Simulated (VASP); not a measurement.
Runs of VASP 6.6.1 on C. The cells are those of the table. 

| cell | gap on the mesh (eV) | pressure (GPa) | largest force (eV/Å) |
| --- | --- | --- | --- |
| a = 3.650, b = 2.465, c = 12.391 Å, angles 91.9, 76.2, 90.0°, 10 atoms | 0.05 | -1.0 | 2.35 |
| a = 3.650, b = 2.465, c = 12.109 Å, angles 86.1, 84.7, 90.0°, 10 atoms | 0.03 | -1.2 | 2.42 |
| a = 3.650, b = 2.465, c = 10.323 Å, angles 85.4, 83.8, 90.0°, 10 atoms | 0.03 | -6.7 | 3.06 |
| a = 3.650, b = 2.465, c = 10.484 Å, angles 94.5, 70.2, 90.0°, 10 atoms | 0.41 | 7.1 | 5.97 |
| a = 3.650, b = 2.465, c = 9.926 Å, angles 85.3, 83.5, 90.0°, 10 atoms | 0.14 | (a) | 4.84 |
| a = 3.650, b = 2.465, c = 11.230 Å, angles 92.1, 74.8, 90.0°, 10 atoms | 0.07 | -2.8 | 2.00 |
| a = 3.650, b = 2.465, c = 10.860 Å, angles 94.3, 70.9, 90.0°, 10 atoms | 0.24 | (d) | 5.33 |
| a = 3.650, b = 2.465, c = 12.570 Å, angles 93.7, 73.6, 90.0°, 10 atoms | 0.03 | (b) | 2.41 |
| a = 3.650, b = 2.465, c = 10.250 Å, angles 94.6, 69.7, 90.0°, 10 atoms | 0.24 | (c) | 24.39 |

Alike in all rows: task single point; level PBE+D3(BJ); potentials or basis VASP PAW PBE potentials, release 64 (C); no spin polarisation; k mesh 7 × 11 × 3; cutoff (eV) 520; smearing gaussian 0.05 eV.

**Question.** Estimate the missing entries.

**Answer.** (a) -5.0; (b) -1.3; (c) 26.0; (d) -4.4.

Caveats: forces of over 1 eV/Å act on the atoms, so gaps and moduli don't describe the material at rest.

A k mesh can miss the band edges.
